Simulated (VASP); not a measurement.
Write the native input for VASP 6.6.1 that does the following.

| Item | Value |
| --- | --- |
| Task | single point |
| Functional | PBE |
| Potentials or basis | VASP PAW PBE potentials, release 64 (Sn_d, O) |
| Cutoff | 520 eV |
| k mesh | 6 × 6 × 8 |
| Occupations | gaussian, width 0.05 eV |
| Spin | no spin polarisation |
| Dipole correction | no |
| Further INCAR settings | ALGO = Normal; EDIFF = 1e-06; NBANDS = 35 |

The structure of SnO2 lies in POSCAR:

```
SnO2
1.0
    4.7528685914      0.0000000000      0.0000000000
    0.0000000000      4.7528820433      0.0000000000
    0.0000000000      0.0000000000      3.3407913329
Sn O
2 4
Direct
    0.5000000000      0.5000000000      0.5000000000
    0.0000000000      0.0000000000      0.0000000000
    0.3285422861      0.3286001785      0.0000000000
    0.8285422861      0.1713998215      0.5000000000
    0.1714577139      0.8286001785      0.5000000000
    0.6714577139      0.6713998215      0.0000000000
```

This cell differs from its parent crystal: atoms shifted along a free coordinate, c/a of the conventional cell at fixed volume 0.7029.

These files were run (other wordings do the same):

INCAR

```
SYSTEM = SnO2
PREC = Accurate
ENCUT = 520
EDIFF = 1E-6
ISMEAR = 0
SIGMA = 0.05
LREAL = .False.
LASPH = .True.
NELM = 60
ALGO = Normal
ISIF = 2
LWAVE = .False.
LCHARG = .False.
GGA = PE
NBANDS = 35
```

KPOINTS

```
Automatic mesh
0
Gamma
  6 6 8
  0 0 0
```

Potentials or basis: VASP PAW PBE potentials, release 64 (Sn_d, O).

The run is started by

```bash
$ cat potpaw_PBE.64/Sn_d/POTCAR potpaw_PBE.64/O/POTCAR > POTCAR
$ mpirun -np 1 vasp_std > vasp.out
```

It gave:

| Property | Result |
| --- | --- |
| Pressure | 6.4 GPa |
| Largest force | 3.478 eV/Å |
| Band gap on the k mesh | 0.70 eV |

Caveat: the cell stands under pressure; spin-orbit coupling is left out, which moves the levels of the heavy elements; forces of over 1 eV/Å act on the atoms, so gaps and moduli don't describe the material at rest.

Run time: 73 s on 1 thread of Intel(R) Xeon(R) 6975P-C (Granite Rapids) (shared host), peak memory 0.29 GiB.
